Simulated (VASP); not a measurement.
Wanted: the native input for a VASP 6.6.1 run.

```yaml
Task: single point
Functional: PBE
Potentials_or_basis: VASP PAW PBE potentials, release 64 (Al, C)
Cutoff: 520 eV
k_mesh: 10 × 10 × 10
Occupations: gaussian, width 0.1 eV
Spin: no spin polarisation
Dipole_correction: no
Further_INCAR_settings: ALGO = Normal; EDIFF = 1e-06; NBANDS = 24
```

The structure of Al5C3 lies in POSCAR:

```
Al5C3
1.0
   -2.8857148043      2.8857148043      2.8857148043
    2.8857148043     -2.8857148043      2.8857148043
    2.8857148043      2.8857148043     -2.8857148043
Al C
5 3
Direct
    0.5000000000      0.5000000000      0.5000000000
    0.0000000000      0.0000000000      0.5000000000
    0.0000000000      0.5000000000      0.0000000000
    0.5000000000      0.0000000000      0.0000000000
    0.0000000000      0.0000000000      0.0000000000
    0.0000000000      0.5000000000      0.5000000000
    0.5000000000      0.0000000000      0.5000000000
    0.5000000000      0.5000000000      0.0000000000
```

One way to write it, as run:

INCAR

```
SYSTEM = Al5C3
PREC = Accurate
ENCUT = 520
EDIFF = 1E-6
ISMEAR = 0
SIGMA = 0.1
LREAL = .FALSE.
LASPH = .TRUE.
NELM = 100
ALGO = Normal
ISIF = 2
LWAVE = .FALSE.
LCHARG = .FALSE.
GGA = PE
NBANDS = 24
```

KPOINTS

```
Automatic mesh
0
G
  10 10 10
  0 0 0
```

Potentials or basis: VASP PAW PBE potentials, release 64 (Al, C).

Run with:

```console
$ cat potpaw_PBE.64/Al/POTCAR potpaw_PBE.64/C/POTCAR > POTCAR
$ mpirun -np 1 vasp_std > vasp.out
```

It gave:

```yaml
Pressure: 0.0 GPa
```

It took 93 s on 1 thread of Intel(R) Xeon(R) Platinum 8259CL CPU @ 2.50GHz (Skylake/Cascade Lake), with other jobs on the host, peak memory 0.27 GiB.
